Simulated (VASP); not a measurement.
Input of a VASP 6.6.1 run:

The input POSCAR:

```
BAs
1.0
    0.0000000000      2.4028725035      2.3918699019
    2.3918699019      0.0000000000      2.3918699019
    2.3918699019      2.4028725035      0.0000000000
B As
1 1
Direct
    0.0000000000      0.0000000000      0.0000000000
    0.2500000000      0.2500000000      0.2500000000
```

File INCAR.step1:

```
SYSTEM = BAs
PREC     = Accurate       ! precision mode
ENCUT    = 520            ! plane-wave cutoff, eV
EDIFF    = 1E-5           ! SCF threshold, eV
ISMEAR   = 0              ! smearing method
SIGMA    = 0.01           ! smearing width, eV
LREAL    = .False.        ! projectors in reciprocal space
LASPH    = .True.         ! aspherical terms in the spheres
NELM     = 60             ! most SCF steps
ALGO     = Normal         ! electronic algorithm
ISIF     = 2              ! what is computed and relaxed
LWAVE    = .True.         ! write WAVECAR
LCHARG   = .False.        ! write CHGCAR
NBANDS   = 11             ! bands
GGA      = PE             ! functional
```

File INCAR.step2:

```
SYSTEM = BAs
PREC     = Accurate       ! precision mode
ENCUT    = 520            ! plane-wave cutoff, eV
EDIFF    = 1E-7           ! SCF threshold, eV
ISMEAR   = 0              ! smearing method
SIGMA    = 0.01           ! smearing width, eV
LREAL    = .False.        ! projectors in reciprocal space
LASPH    = .True.         ! aspherical terms in the spheres
NELM     = 60             ! most SCF steps
ALGO     = Normal         ! electronic algorithm
ISIF     = 2              ! what is computed and relaxed
LWAVE    = .False.        ! write WAVECAR
LCHARG   = .False.        ! write CHGCAR
GGA      = PE             ! functional
LHFCALC  = .True.         ! exact exchange
HFSCREEN = 0.2079         ! screening, 1/A
PRECFOCK = Normal       
NBANDS   = 11             ! bands
ISTART   = 1
```

The input KPOINTS:

```
Automatic mesh
0
Gamma
  6 6 6
  0 0 0
```

Potentials or basis: VASP PAW PBE potentials, release 64 (B, As).

Run with:

```sh
$ cat potpaw_PBE.64/B/POTCAR potpaw_PBE.64/As/POTCAR > POTCAR
$ cp INCAR.step1 INCAR
$ mpirun -np 1 vasp_std > vasp.out
$ cp INCAR.step2 INCAR
$ mpirun -np 1 vasp_std > vasp.out
```

(1) Estimate the pressure.

(2) Predict the band gap on the k mesh.

Answers

(1) -1.8 GPa.

(2) 1.92 eV, indirect (least direct gap 4.08 eV).

Caveat: the cell differs from its parent crystal (uniaxial y strain +0.5%); the PAW data sets were made with another functional, which shifts forces and pressure a little.
